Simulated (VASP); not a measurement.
# InSb (F-43m) in VASP: relaxation of cell and atoms with PBE+D3(BJ)

Aim: the relaxation of cell and atoms of InSb with PBE+D3(BJ).

All numbers are computed with VASP 6.6.1; they aren't measurements. Logs are shortened: lines on timing, memory, paths and dates and some standing lists are left out, and cuts for length are marked.

### 1 The cell of the first run

It takes space group F-43m (No. 216, cubic). The conventional cell has a = 6.478 Å, b = 6.478 Å, c = 6.478 Å, α = 90.00°, β = 90.00°, γ = 90.00°. Within 3.7 Å of In (site symmetry -43m) lie 4 Sb at 2.81 Å. Sb (site symmetry -43m) has 4 In at 2.81 Å within 3.7 Å.

### 2 Relaxation of cell and atoms, PBE+D3(BJ)

INCAR reads:

```
PREC = Accurate ; ENCUT = 600
EDIFF = 1E-7 ; ISMEAR = 0
SIGMA = 0.1 ; LREAL = False
LASPH = True ; NELM = 80
ALGO = Normal ; ISIF = 3
LWAVE = False ; LCHARG = False
GGA = PE ; IVDW = 12
IBRION = 2 ; NSW = 100
EDIFFG = -0.005
```

KPOINTS reads:

```
regular mesh
0
Gamma
  12 12 12
```

POSCAR reads:

```
InSb
1.0
    0.0000000000      3.2391000000      3.2391000000
    3.2391000000      0.0000000000      3.2391000000
    3.2391000000      3.2391000000      0.0000000000
In Sb
1 1
Direct
    0.0000000000      0.0000000000      0.0000000000
    0.7500000000      0.7500000000      0.7500000000
```

Potentials or basis: VASP PAW PBE potentials, release 64 (In_d, Sb).

Launch:

```console
$ cat potpaw_PBE.64/In_d/POTCAR potpaw_PBE.64/Sb/POTCAR > POTCAR
$ mpirun -np 1 vasp_std > vasp.out
```

OUTCAR:

```text
PREC = Accurate
   ENCUT = 600
   EDIFF = 1E-7
   ISMEAR = 0
   LREAL = False
   LASPH = True
   NELM = 80
   ISIF = 3
   GGA = PE
   IVDW = 12
   IBRION = 2
   NSW = 100
   EDIFFG = -0.005
 IVDW          = 12

 ion  position               nearest neighbor table
   1  0.000  0.000  0.000-   2 2.81   2 2.81   2 2.81   2 2.81
   2  0.750  0.750  0.750-   1 2.81   1 2.81   1 2.81   1 2.81

  LATTYP: Found a face centered cubic cell.
 ALAT       =     6.4782000000

  Lattice vectors:

 A1 = (   0.0000000000,   3.2391000000,   3.2391000000)
 A2 = (   3.2391000000,   0.0000000000,   3.2391000000)
 A3 = (   3.2391000000,   3.2391000000,   0.0000000000)

Analysis of symmetry for initial positions (statically):
=====================================================================
 Subroutine PRICEL returns:
 Original cell was already a primitive cell.

 Routine SETGRP: Setting up the symmetry group for a
 face centered cubic supercell.

 Subroutine GETGRP returns: Found 24 space group operations
 (whereof 24 operations were pure point group operations)
 out of a pool of 48 trial point group operations.

The static configuration has the point symmetry T_d .

Analysis of symmetry for dynamics (positions and initial velocities):
=====================================================================
 Subroutine PRICEL returns:
 Original cell was already a primitive cell.

 Routine SETGRP: Setting up the symmetry group for a
 face centered cubic supercell.

 Subroutine GETGRP returns: Found 24 space group operations
 (whereof 24 operations were pure point group operations)
 out of a pool of 48 trial point group operations.

The dynamic configuration has the point symmetry T_d .

 Subroutine INISYM returns: Found 24 space group operations
 (whereof 24 operations are pure point group operations),
 and found     1 'primitive' translations

----------------------------------------------------------------------------------------

                                     Primitive cell

  volume of cell :      67.9678

  direct lattice vectors                    reciprocal lattice vectors
     0.000000000  3.239100000  3.239100000    -0.154363867  0.154363867  0.154363867
     3.239100000  0.000000000  3.239100000     0.154363867 -0.154363867  0.154363867
     3.239100000  3.239100000  0.000000000     0.154363867  0.154363867 -0.154363867

  length of vectors
     4.580779150  4.580779150  4.580779150     0.267366060  0.267366060  0.267366060

  position of ions in fractional coordinates (direct lattice)
     0.000000000  0.000000000  0.000000000
     0.750000000  0.750000000  0.750000000

  ion indices of the primitive-cell ions
   primitive index   ion index
                 1           1
                 2           2

----------------------------------------------------------------------------------------

 KPOINTS: regular mesh

Automatic generation of k-mesh.
 Grid dimensions read from file:
 generate k-points for:   12   12   12

 Generating k-lattice:

  Cartesian coordinates                     Fractional coordinates (reciprocal lattice)
    -0.012863656  0.012863656  0.012863656     0.083333333  0.000000000  0.000000000
     0.012863656 -0.012863656  0.012863656     0.000000000  0.083333333  0.000000000
     0.012863656  0.012863656 -0.012863656     0.000000000  0.000000000  0.083333333

  Length of vectors
     0.022280505  0.022280505  0.022280505

  Shift w.r.t. Gamma in fractional coordinates (k-lattice)
     0.000000000  0.000000000  0.000000000

 Subroutine IBZKPT returns following result:
 ===========================================

 Found     72 irreducible k-points:

 Following reciprocal coordinates:
            Coordinates               Weight
  0.000000  0.000000  0.000000      1.000000
  0.083333  0.000000  0.000000      8.000000
  0.166667  0.000000  0.000000      8.000000
  0.250000  0.000000  0.000000      8.000000
  0.333333  0.000000  0.000000      8.000000
  0.416667  0.000000  0.000000      8.000000
[... 16 lines left out ...]
  0.500000  0.166667  0.000000     24.000000
 -0.416667  0.166667  0.000000     24.000000
 [... further k-points ...]
   k-points           NKPTS =     72   k-points in BZ     NKDIM =     72   number of bands    NBANDS=     13
   number of dos      NEDOS =    301   number of ions     NIONS =      2
   total plane-waves  NPLWV =  64000
   dimension x,y,z NGX =    40 NGY =   40 NGZ =   40
   dimension x,y,z NGXF=    80 NGYF=   80 NGZF=   80
   ions per type =               1   1
   NGX,Y,Z   is equivalent  to a cutoff of  14.52, 14.52, 14.52 a.u.
   NGXF,Y,Z  is equivalent  to a cutoff of  29.03, 29.03, 29.03 a.u.
 SYSTEM =  unknown system
   PREC   = accura    normal or accurate (medium, high low for compatibility)
   ISTART =      0    job   : 0-new  1-cont  2-samecut
   ICHARG =      2    charge: 1-file 2-atom 10-const
   ISPIN  =      1    spin polarized calculation?
   LNONCOLLINEAR =      F non collinear calculations
   LSORBIT =      F    spin-orbit coupling
   LASPH  =      T    aspherical Exc in radial PAW
   ENCUT  =  600.0 eV  44.10 Ry    6.64 a.u.   9.15  9.15  9.15*2*pi/ulx,y,z
   NELM   =     80;   NELMIN=  2; NELMDL= -5     # of ELM steps
   EDIFF  = 0.1E-06   stopping-criterion for ELM
   LREAL  =      F    real-space projection
   EDIFFG = -.5E-02   stopping-criterion for IOM
   NSW    =    100    number of steps for IOM
   IBRION =      2    ionic relax: 0-MD 1-quasi-New 2-CG
   NFREE  =      1    steps in history (QN), initial steepest desc. (CG)
   ISIF   =      3    stress and relaxation
   ISYM   =      2    0-nonsym 1-usesym 2-fastsym
   POTIM  = 0.5000    time-step for ionic-motion
   TEBEG  =    0.0;   TEEND  =   0.0 temperature during run
   PSTRESS=    0.0 pullay stress
   NELECT =      18.0000    total number of electrons
   NUPDOWN=      -1.0000    fix difference up-down
   EMIN   =  10.00;   EMAX   =-10.00  energy-range for DOS
   EFERMI =   0.00;   METHOD = LEGACY
   ISMEAR =     0;   SIGMA  =   0.10  broadening in eV -4-tet -1-fermi 0-gaus
   EFERMI_NEDOS =   21; number of points for ismear=-14 and -15
   IALGO  =     38    algorithm
   IMIX   =      4    mixing-type and parameters
     AMIX     =   0.40;   BMIX     =  1.00
     AMIX_MAG =   1.60;   BMIX_MAG =  1.00
  volume/ion in A,a.u.               =      33.98       229.33
  Fermi-wavevector in a.u.,A,eV,Ry     =   1.051311  1.986690 15.037912  1.105255
  Thomas-Fermi vector in A             =   2.186349
   LORBIT       =      0    0 simple, 1 ext, 2 COOP (PROOUT), +10 PAW based schemes
   GGA     = PE    functional components
   LHFCALC =     F    Hartree Fock is set to
   AEXX    =    0.0000 exact exchange contribution
   IVDW    =    12    specifies the selected vdW correction
   LEPSILON=     F    determine dielectric tensor
   LRPA    =     F    only Hartree local field effects (RPA)
 conjugate gradient relaxation of ions
 non-spin polarized calculation
 Gauss-broadening in eV      SIGMA  =   0.10
  energy-cutoff  :      600.00
  volume of cell :       67.97
 maximum number of plane-waves:      2285
 NGX is ok and might be reduce to    40
   NGX = 19   NGY = 19   NGZ = 19

--------------------------------------- Ionic step        1  -------------------------------------------

 number of electron      18.0000001 magnetization

 Free energy of the ion-electron system (eV)
  ---------------------------------------------------
  ext. energy  EPLUGINS =         0.00000000
  ---------------------------------------------------
  free energy    TOTEN  =        -6.90689831 eV

  energy without entropy =       -6.90675291  energy(sigma->0) =       -6.90682561

 E-fermi :   5.1639     XC(G=0):  -8.6876

 val. band max:        5.1090109221   @ k =   0.0000   0.0000   0.0000
 cond. band min:       5.6476664566   @ k =   0.5000   0.0000   0.0000
 fundamental gap:      0.5386555345
 Fermi energy:         5.1639428875

 k-point     1 :       0.0000    0.0000    0.0000
  band No.  band energies     occupation
      1      -9.4973      2.00000
      2      -9.4973      2.00000
      3      -9.4973      2.00000
      4      -9.4120      2.00000
      5      -9.4120      2.00000
      6      -5.6112      2.00000
      7       4.9217      1.99939
      8       5.1090      1.56276
      9       5.1090      1.56276
     10       5.1090      1.56276
     11       8.0692      0.00000
     12       8.0692      0.00000
     13       8.0692      0.00000

 k-point     2 :       0.0833    0.0000    0.0000
  band No.  band energies     occupation
      1      -9.5005      2.00000
      2      -9.4958      2.00000
      3      -9.4958      2.00000
      4      -9.4121      2.00000
      5      -9.4121      2.00000
      6      -5.5478      2.00000
      7       3.8618      2.00000
      8       5.0087      1.97192
      9       5.0087      1.97192
     10       5.8530      0.00000
     11       8.2056      0.00000
     12       8.2087      0.00000
     13       8.2087      0.00000
[... 409 lines left out ...]
 VOLUME and BASIS-vectors are now :
 -----------------------------------------------------------------------------
  energy-cutoff  :      600.00
  volume of cell :       70.85
      direct lattice vectors                 reciprocal lattice vectors
     0.000000000  3.284316754  3.284316754    -0.152238666  0.152238666  0.152238666
     3.284316754  0.000000000  3.284316754     0.152238666 -0.152238666  0.152238666
     3.284316754  3.284316754 -0.000000000     0.152238666  0.152238666 -0.152238666

 POSITION                                       TOTAL-FORCE (eV/Angst)
 -----------------------------------------------------------------------------------
      0.00000      3.28432      3.28432         0.000000      0.000000     -0.000000
      4.92648      4.92648      4.92648        -0.000000     -0.000000      0.000000
 -----------------------------------------------------------------------------------
    total drift:                                0.000000      0.000000      0.000000

  FREE ENERGIE OF THE ION-ELECTRON SYSTEM (eV)
  ---------------------------------------------------
  free  energy   TOTEN  =        -7.5792717242 eV

  energy  without entropy=       -7.5791210211  energy(sigma->0) =       -7.57919637

--------------------------------------- Ionic step        3  -------------------------------------------

 number of electron      17.9999998 magnetization

 Free energy of the ion-electron system (eV)
  ---------------------------------------------------
  ext. energy  EPLUGINS =         0.00000000
  ---------------------------------------------------
  free energy    TOTEN  =        -6.93790491 eV

  energy without entropy =       -6.93775561  energy(sigma->0) =       -6.93783026

 E-fermi :   4.8522     XC(G=0):  -8.5588

 val. band max:        4.7944813582   @ k =   0.0000   0.0000   0.0000
 cond. band min:       5.2815849492   @ k =   0.5000   0.0000   0.0000
 fundamental gap:      0.4871035911
 Fermi energy:         4.8521587395

 k-point     1 :       0.0000    0.0000    0.0000
  band No.  band energies     occupation
      1      -9.7493      2.00000
      2      -9.7493      2.00000
      3      -9.7493      2.00000
      4      -9.6722      2.00000
      5      -9.6722      2.00000
      6      -5.7374      2.00000
      7       4.4352      2.00000
      8       4.7945      1.58532
      9       4.7945      1.58532
     10       4.7945      1.58532
     11       7.7585      0.00000
     12       7.7585      0.00000
     13       7.7585      0.00000

 k-point     2 :       0.0833    0.0000    0.0000
  band No.  band energies     occupation
      1      -9.7521      2.00000
      2      -9.7479      2.00000
      3      -9.7479      2.00000
      4      -9.6723      2.00000
      5      -9.6723      2.00000
      6      -5.6768      2.00000
      7       3.4940      2.00000
      8       4.6997      1.96887
      9       4.6997      1.96887
     10       5.4428      0.00000
     11       7.8800      0.00000
     12       7.8919      0.00000
     13       7.8919      0.00000
[... 369 lines left out ...]
 VOLUME and BASIS-vectors are now :
 -----------------------------------------------------------------------------
  energy-cutoff  :      600.00
  volume of cell :       70.05
      direct lattice vectors                 reciprocal lattice vectors
     0.000000000  3.271836191  3.271836191    -0.152819387  0.152819387  0.152819387
     3.271836191  0.000000000  3.271836191     0.152819387 -0.152819387  0.152819387
     3.271836191  3.271836191 -0.000000000     0.152819387  0.152819387 -0.152819387

 POSITION                                       TOTAL-FORCE (eV/Angst)
 -----------------------------------------------------------------------------------
      0.00000      0.00000      0.00000         0.000000      0.000000      0.000000
      4.90775      4.90775      4.90775        -0.000000     -0.000000     -0.000000
 -----------------------------------------------------------------------------------
    total drift:                                0.000000      0.000000      0.000000

  FREE ENERGIE OF THE ION-ELECTRON SYSTEM (eV)
  ---------------------------------------------------
  free  energy   TOTEN  =        -7.5804386040 eV

  energy  without entropy=       -7.5802893089  energy(sigma->0) =       -7.58036396

 reached required accuracy - stopping structural energy minimisation
```

Wall time 1.8 min (1 thread of AMD EPYC 9R45 (Zen 5), shared host); peak memory 0.27 GiB.

What came out:

| Item | Value |
| --- | --- |
| Free energy | -7.5804 eV |
| Relaxed volume | 35.02 Å³/atom |
| Relaxed cell | a = 4.627 Å, b = 4.627 Å, c = 4.627 Å, α = 60.00°, β = 60.00°, γ = 60.00° |
| Space group after relaxing (to 0.1 Å) | F-43m (No. 216) |
| Energy gained by relaxing | 4.3 meV/atom |
| Ionic steps | 3 |
| Pressure after relaxing | 0.0 GPa |
| Band gap on the k mesh | zero (filled and empty bands touch) |
| Dispersion energy per atom | -0.321 eV |

The path:
| step | energy change (eV) | largest force (eV/Å) | pressure (GPa) | volume (Å³) |
| --- | --- | --- | --- | --- |
| 1 | 0.0000 | 0.0000 | 1.36 | 67.97 |
| 2 | -0.0074 | 0.0000 | -0.46 | 70.85 |
| 3 | -0.0086 | 0.0000 | 0.01 | 70.05 |

Final structure:
```
In Sb
1.0
     0.00000    3.27184    3.27184
     3.27184    0.00000    3.27184
     3.27184    3.27184    0.00000
In Sb
1 1
Direct
  0.00000 0.00000 0.00000
  0.75000 0.75000 0.75000
```

Levels at points of the mesh, in eV from the Fermi level:
| k point | band 7 | band 8 | band 9 | band 10 | band 11 | band 12 |
| --- | --- | --- | --- | --- | --- | --- |
| (0.00, 0.00, 0.00) | -0.42 | -0.06 | -0.06 | -0.06 | 2.91 | 2.91 |
| (0.50, 0.00, 0.00) | -5.54 | -1.02 | -1.02 | 0.43 | 3.75 | 3.75 |
| (0.50, 0.50, 0.00) | -5.85 | -2.22 | -2.22 | 1.29 | 1.34 | 7.92 |

Caveat: semilocal functionals underestimate gaps, and a narrow one can read as zero; spin-orbit coupling is left out, which moves the levels of the heavy elements. Zero-point motion and thermal expansion aren't in these numbers.

The gap in the log of VASP goes by the Fermi energy; the results here count the filled bands.